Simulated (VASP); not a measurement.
# Mo (Fm-3m) in VASP: further runs

The runs below take Mo through single point, with LDA.

Program: VASP 6.6.1. These are calculated values, not measurements. Logs are shortened: lines on timing, memory, paths and dates and some standing lists are left out, and cuts for length are marked.

## (1) The cell of the first run

It takes space group Fm-3m (No. 225, cubic). The conventional cell has a = 4.030 Å, b = 4.030 Å, c = 4.030 Å, α = 90.00°, β = 90.00°, γ = 90.00°. Within 3.8 Å of Mo (site symmetry m-3m) lie 12 Mo at 2.85 Å.

## (2) Single point, LDA

Contents of INCAR:

```
PREC     = Accurate       # precision mode
ENCUT    = 520            # plane-wave cutoff, eV
EDIFF    = 1E-6           # SCF threshold, eV
ISMEAR   = 0              # smearing method
SIGMA    = 0.15           # smearing width, eV
LREAL    = False          # projectors in reciprocal space
LASPH    = True           # aspherical terms in the spheres
NELM     = 60             # most SCF steps
ALGO     = Normal         # electronic algorithm
ISIF     = 2              # what is computed and relaxed
LWAVE    = False          # write WAVECAR
LCHARG   = True           # write CHGCAR
GGA      = CA             # functional
LELF     = True           # ELF
LVHAR    = True         
NBANDS   = 13             # bands
```

Contents of KPOINTS:

```
Automatic mesh
0
Gamma
  20 20 20
```

Contents of POSCAR:

```
Mo
1.0
    0.0000000000      2.0150000000      2.0150000000
    2.0150000000      0.0000000000      2.0150000000
    2.0150000000      2.0150000000      0.0000000000
Mo
1
Direct
    0.0000000000      0.0000000000      0.0000000000
```

Potentials or basis: VASP PAW LDA potentials, release 64 (Mo_sv).

On the command line:

```bash
$ cat potpaw_LDA.64/Mo_sv/POTCAR > POTCAR
$ mpirun -np 1 vasp_std > vasp.out
```

OUTCAR:

```text
PREC = Accurate
   ENCUT = 520
   EDIFF = 1E-6
   ISMEAR = 0
   LREAL = False
   LASPH = True
   NELM = 60
   ISIF = 2
   GGA = CA

 ion  position               nearest neighbor table
   1  0.000  0.000  0.000-

  LATTYP: Found a face centered cubic cell.
 ALAT       =     4.0300000000

  Lattice vectors:

 A1 = (   0.0000000000,   2.0150000000,   2.0150000000)
 A2 = (   2.0150000000,   0.0000000000,   2.0150000000)
 A3 = (   2.0150000000,   2.0150000000,   0.0000000000)

Analysis of symmetry for initial positions (statically):
=====================================================================
 Subroutine PRICEL returns:
 Original cell was already a primitive cell.

 Routine SETGRP: Setting up the symmetry group for a
 face centered cubic supercell.

 Subroutine GETGRP returns: Found 48 space group operations
 (whereof 48 operations were pure point group operations)
 out of a pool of 48 trial point group operations.

The static configuration has the point symmetry O_h .

Analysis of symmetry for dynamics (positions and initial velocities):
=====================================================================
 Subroutine PRICEL returns:
 Original cell was already a primitive cell.

 Routine SETGRP: Setting up the symmetry group for a
 face centered cubic supercell.

 Subroutine GETGRP returns: Found 48 space group operations
 (whereof 48 operations were pure point group operations)
 out of a pool of 48 trial point group operations.

The dynamic configuration has the point symmetry O_h .

 Subroutine INISYM returns: Found 48 space group operations
 (whereof 48 operations are pure point group operations),
 and found     1 'primitive' translations

----------------------------------------------------------------------------------------

                                     Primitive cell

  volume of cell :      16.3627

  direct lattice vectors                    reciprocal lattice vectors
     0.000000000  2.015000000  2.015000000    -0.248138958  0.248138958  0.248138958
     2.015000000  0.000000000  2.015000000     0.248138958 -0.248138958  0.248138958
     2.015000000  2.015000000  0.000000000     0.248138958  0.248138958 -0.248138958

  length of vectors
     2.849640328  2.849640328  2.849640328     0.429789282  0.429789282  0.429789282

  position of ions in fractional coordinates (direct lattice)
     0.000000000  0.000000000  0.000000000

  ion indices of the primitive-cell ions
   primitive index   ion index
[... 76 lines left out ...]
   NSW    =      0    number of steps for IOM
   IBRION =     -1    ionic relax: 0-MD 1-quasi-New 2-CG
   NFREE  =      0    steps in history (QN), initial steepest desc. (CG)
   ISIF   =      2    stress and relaxation
   ISYM   =      2    0-nonsym 1-usesym 2-fastsym
   POTIM  = 0.5000    time-step for ionic-motion
   TEBEG  =    0.0;   TEEND  =   0.0 temperature during run
   PSTRESS=    0.0 pullay stress
   NELECT =      14.0000    total number of electrons
   NUPDOWN=      -1.0000    fix difference up-down
   EMIN   =  10.00;   EMAX   =-10.00  energy-range for DOS
   EFERMI =   0.00;   METHOD = LEGACY
   ISMEAR =     0;   SIGMA  =   0.15  broadening in eV -4-tet -1-fermi 0-gaus
   EFERMI_NEDOS =   21; number of points for ismear=-14 and -15
   IALGO  =     38    algorithm
   IMIX   =      4    mixing-type and parameters
     AMIX     =   0.40;   BMIX     =  1.00
     AMIX_MAG =   1.60;   BMIX_MAG =  1.00
  volume/ion in A,a.u.               =      16.36       110.42
  Fermi-wavevector in a.u.,A,eV,Ry     =   1.554172  2.936960 32.864208  2.415451
  Thomas-Fermi vector in A             =   2.658297
   LORBIT       =      0    0 simple, 1 ext, 2 COOP (PROOUT), +10 PAW based schemes
   GGA     = CA    functional components
   LHFCALC =     F    Hartree Fock is set to
   AEXX    =    0.0000 exact exchange contribution
   IVDW    =     0    specifies the selected vdW correction
   LEPSILON=     F    determine dielectric tensor
   LRPA    =     F    only Hartree local field effects (RPA)
 non-spin polarized calculation
 Gauss-broadening in eV      SIGMA  =   0.15
  energy-cutoff  :      520.00
  volume of cell :       16.36
 maximum number of plane-waves:       459
 NGX is ok and might be reduce to    24
   NGX = 11   NGY = 11   NGZ = 11

 number of electron      14.0000001 magnetization

 Free energy of the ion-electron system (eV)
  ---------------------------------------------------
  ext. energy  EPLUGINS =         0.00000000
  ---------------------------------------------------
  free energy    TOTEN  =       -11.65380015 eV

  energy without entropy =      -11.63877738  energy(sigma->0) =      -11.64628877

 E-fermi :  11.3177     XC(G=0): -13.3337

 val. band max:       11.3156734818   @ k =  -0.3500   0.4000   0.0500
 cond. band min:      11.3203026349   @ k =  -0.4000   0.1500   0.0000
 fundamental gap:      0.0046291531
 Fermi energy:        11.3177200292

 k-point     1 :       0.0000    0.0000    0.0000
  band No.  band energies     occupation
      1     -49.0468      2.00000
      2     -22.6068      2.00000
      3     -22.6068      2.00000
      4     -22.6068      2.00000
      5       4.6627      2.00000
      6      10.6361      2.00000
      7      10.6361      2.00000
      8      10.6361      2.00000
      9      13.2112      0.00000
     10      13.2112      0.00000
     11      24.4362      0.00000
     12      29.5175      0.00000
     13      29.5175      0.00000
[... 354 lines left out ...]
  band No.  band energies     occupation
      1     -48.8681      2.00000
      2     -23.6423      2.00000
      3     -22.7767      2.00000
      4     -22.7348      2.00000
      5       6.9855      2.00000
      6      10.6004      2.00000
      7      10.7150      2.00000
      8      11.2192      1.64703
      9      14.1627      0.00000
     10      14.9276      0.00000
     11      23.2820      0.00000
     12      25.8977      0.00000
     13      31.1656      0.00000

 [... further k-points ...]
[... 5 lines left out ...]
  --------------------------------------------------------------------------------------
  -------------------------------------------------------------------------------------
  Total       -1.5848304     -1.5848304     -1.5848304     -0.0000000      0.0000000      0.0000000
  in kB     -155.1808885   -155.1808885   -155.1808885     -0.0000000      0.0000000      0.0000000
  external PRESSURE =    -155.1808885 kB  Pullay stress =       0.0000000 kB

 VOLUME and BASIS-vectors are now :
 -----------------------------------------------------------------------------
  energy-cutoff  :      520.00
  volume of cell :       16.36
      direct lattice vectors                 reciprocal lattice vectors
     0.000000000  2.015000000  2.015000000    -0.248138958  0.248138958  0.248138958
     2.015000000  0.000000000  2.015000000     0.248138958 -0.248138958  0.248138958
     2.015000000  2.015000000  0.000000000     0.248138958  0.248138958 -0.248138958

 POSITION                                       TOTAL-FORCE (eV/Angst)
 -----------------------------------------------------------------------------------
      0.00000      0.00000      0.00000         0.000000      0.000000      0.000000
 -----------------------------------------------------------------------------------
    total drift:                               -0.000000      0.000000     -0.000000

  FREE ENERGIE OF THE ION-ELECTRON SYSTEM (eV)
  ---------------------------------------------------
  free  energy   TOTEN  =       -11.6538001480 eV

  energy  without entropy=      -11.6387773830  energy(sigma->0) =      -11.64628877
```

OSZICAR:

```text
N       E                     dE             d eps       ncg     rms          rms(c)
DAV:   1     0.961313667177E+02    0.96131E+02   -0.78727E+03  6680   0.110E+03
DAV:   2    -0.111194174946E+02   -0.10725E+03   -0.10364E+03  7411   0.319E+02
DAV:   3    -0.123603795171E+02   -0.12410E+01   -0.12352E+01  7371   0.352E+01
DAV:   4    -0.123635464140E+02   -0.31669E-02   -0.31668E-02  7406   0.209E+00
DAV:   5    -0.123635688208E+02   -0.22407E-04   -0.22406E-04  7471   0.160E-01    0.135E+01
DAV:   6    -0.117396814996E+02    0.62389E+00   -0.79738E-01  6851   0.110E+01    0.310E+00
DAV:   7    -0.116598848259E+02    0.79797E-01   -0.12297E-01  7376   0.390E+00    0.893E-01
DAV:   8    -0.116538840211E+02    0.60008E-02   -0.48825E-03  6766   0.863E-01    0.181E-01
DAV:   9    -0.116537880572E+02    0.95964E-04   -0.16901E-04  8332   0.155E-01    0.582E-02
DAV:  10    -0.116538001597E+02   -0.12102E-04   -0.55540E-06  6891   0.232E-02    0.272E-03
DAV:  11    -0.116538001480E+02    0.11668E-07   -0.17348E-07  4008   0.493E-03
   1 F= -.11653800E+02 E0= -.11646289E+02  d E =-.150228E-01
```

stdout:

```text
POSCAR found type information on POSCAR Mo
 POSCAR found :  1 types and       1 ions
 scaLAPACK will be used
 LDA part: xc-table for (Slater(with rela. corr.)+CA(PZ))
 , standard interpolation
 POSCAR, INCAR and KPOINTS ok, starting setup
 FFT: planning ... GRIDC
 FFT: planning ... GRID_SOFT
 FFT: planning ... GRID
 WAVECAR not read
 entering main loop
```

It took 75 s on 1 thread of AMD EPYC 7R43 (Zen 3), shared host; peak memory 0.13 GiB.

Results:

| Quantity | Value |
| --- | --- |
| Free energy | -11.6538 eV |
| Pressure | -15.5 GPa |
| Band gap on the k mesh | zero (band 7 reaches 15.18 eV, above the bottom of band 8 at 10.64 eV) |

## (3) Single point, LDA

Contents of INCAR:

```
ALGO = Normal
EDIFF = 1E-6
ENCUT = 520
GGA = CA
ISIF = 2
ISMEAR = 0
LASPH = T
LCHARG = T
LELF = T
LREAL = F
LVHAR = T
LWAVE = F
NBANDS = 13
NELM = 100
PREC = Accurate
SIGMA = 0.15
```

Contents of KPOINTS:

```
k-points
0
Gamma
  22 22 22
```

POSCAR is that of step 2.

Potentials or basis: VASP PAW LDA potentials, release 64 (Mo_sv).

On the command line:

```bash
$ cat potpaw_LDA.64/Mo_sv/POTCAR > POTCAR
$ mpirun -np 1 vasp_std > vasp.out
```

Run time: 83 s. Hardware: 1 thread of AMD EPYC 7R43 (Zen 3), shared host; peak memory 0.15 GiB.

It converged, with:

| Item | Value |
| --- | --- |
| Free energy | -11.6542 eV |
| Pressure | -15.6 GPa |
| Band gap on the k mesh | zero (band 7 reaches 15.18 eV, above the bottom of band 8 at 10.64 eV) |

Levels at points of the mesh, in eV from the Fermi level:
| k point | band 3 | band 4 | band 5 | band 6 | band 7 | band 8 | band 9 | band 10 | band 11 | band 12 |
| --- | --- | --- | --- | --- | --- | --- | --- | --- | --- | --- |
| (0.00, 0.00, 0.00) | -33.93 | -33.93 | -6.66 | -0.69 | -0.69 | -0.69 | 1.89 | 1.89 | 13.11 | 18.19 |
| (0.50, 0.00, 0.00) | -34.09 | -34.09 | -4.50 | -0.88 | -0.88 | 1.54 | 3.92 | 3.92 | 10.78 | 12.79 |
| (0.50, 0.50, 0.00) | -34.37 | -34.37 | -4.83 | -4.15 | 3.86 | 3.93 | 4.51 | 4.51 | 12.27 | 12.27 |
